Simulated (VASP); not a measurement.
A run of VASP 6.6.1 is set up as follows.

INCAR

```
SYSTEM = Ge2Sb2S
PREC = Accurate
ENCUT = 520
EDIFF = 1E-6
ISMEAR = 0
SIGMA = 0.1
LREAL = .False.
LASPH = .True.
NELM = 60
ALGO = Normal
ISIF = 2
LWAVE = .False.
LCHARG = .False.
GGA = PE
NBANDS = 30
```

KPOINTS

```
regular mesh
0
Gamma
  8 8 8
  0 0 0
```

File POSCAR:

```
Ge2Sb2S
1.0
    5.5938797227      0.0000000000      0.0000000000
    0.0000000000      5.5938797227      0.0000000000
    0.0000000000      0.0000000000      5.0586533452
Ge Sb S
2 2 1
Direct
    0.0000000000      0.0000000000      0.0000000000
    0.5000000000      0.5000000000      0.5000000000
    0.0000000000      0.5000000000      0.0000000000
    0.5000000000      0.0000000000      0.0000000000
    0.5000000000      0.5000000000      0.0000000000
```

Potentials or basis: VASP PAW PBE potentials, release 64 (Ge_d, Sb, S).

The run is started by

```console
$ cat potpaw_PBE.64/Ge_d/POTCAR potpaw_PBE.64/Sb/POTCAR potpaw_PBE.64/S/POTCAR > POTCAR
$ mpirun -np 1 vasp_std > vasp.out
```

Question: Predict the pressure.

Answer: -0.1 GPa.

Question: What does it give for the band gap on the k mesh?

Answer: Zero (band 22 reaches 4.30 eV, above the bottom of band 23 at 3.45 eV).

Stress tensor (GPa, compression positive):
```
-0.09  0.00  0.00
 0.00 -0.09  0.00
 0.00  0.00 -0.01
```

Caveat: spin-orbit coupling is left out, which moves the levels of the heavy elements.
